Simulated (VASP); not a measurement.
Input of a VASP 6.6.1 run:

The input INCAR:

```
  PREC = Accurate
  ENCUT = 520
  EDIFF = 1E-6
  ISMEAR = -1
  SIGMA = 0.1
  LREAL = False
  LASPH = True
  NELM = 80
  ALGO = Normal
  ISIF = 2
  LWAVE = False
  LCHARG = False
  NBANDS = 10
```

KPOINTS

```
regular mesh
0
Gamma
  17 17 17
```

POSCAR

```
Ir
1.0
    0.0000000000      1.6759354692      1.6759354692
    1.6759354692      0.0000000000      1.6759354692
    1.6759354692      1.6759354692      0.0000000000
Ir
1
Direct
    0.0000000000      0.0000000000      0.0000000000
```

Potentials or basis: VASP PAW LDA potentials, release 64 (Ir).

Run with:

```bash
$ cat potpaw_LDA.64/Ir/POTCAR > POTCAR
$ mpirun -np 1 vasp_std > vasp.out
```

Task: Predict the pressure.

Result: 410.4 GPa.
